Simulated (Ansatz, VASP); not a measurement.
One calculation of CdSe, two programs

File INCAR:

```
SYSTEM = CdSe
PREC = Accurate
ENCUT = 520
EDIFF = 1E-7
ISMEAR = 0
SIGMA = 0.01
LREAL = .FALSE.
LASPH = .TRUE.
NELM = 60
ALGO = Normal
ISIF = 2
LWAVE = .FALSE.
LCHARG = .FALSE.
GGA = PE
NBANDS = 16
```

Contents of KPOINTS:

```
Automatic mesh
0
G
  6 6 6
  0 0 0
```

The input POSCAR:

```
CdSe
1.0
    0.0000000000      3.0702700000      3.0702700000
    3.0702700000      0.0000000000      3.0702700000
    3.0702700000      3.0702700000      0.0000000000
Cd Se
1 1
Direct
    0.0000000000      0.0000000000      0.0000000000
    0.7418573936      0.7581426064      0.7418573936
```

Input for Ansatz:

```yaml
crystal:
  lattice:
    - [0.0, 3.07027, 3.07027]
    - [3.07027, 0.0, 3.07027]
    - [3.07027, 3.07027, 0.0]
  atoms:
    - { symbol: Cd, position: [0.0, 0.0, 0.0] }
    - { symbol: Se, position: [0.7418573936494184, 0.7581426063505814, 0.7418573936494184] }
basis:
  ecutwfc: 462.593566181796
kpoints:
  mp_grid:
    grid: [6, 6, 6]
    shift: [0.0, 0.0, 0.0]
hamiltonian:
  xc: pbe
scf:
  occupations:
    method: fixed
output:
  forces: true
```

Alike in both runs: task single point; functional PBE; k mesh 6 × 6 × 6; no spin polarisation.

|  | VASP | Ansatz |
| --- | --- | --- |
| version | VASP 6.6.1 | Ansatz 0.2.0 |
| potentials or method | VASP PAW PBE potentials, release 64 (Cd, Se), cutoff 520 eV | plane waves, PAW |
| occupations | gaussian, width 0.01 eV | fixed |
| valence electrons in the cell | 18 | 36 |

```tsv
	VASP	Ansatz	Ansatz less VASP
rms of the force components (eV/Å)	0.133	0.129	-0.0038
```

Atom by atom the forces differ by 0.004 eV/Å (rms over components). VASP's potentials hold 18 valence electrons a cell and Ansatz's 36, so a difference there can come from the potentials and not from the codes.
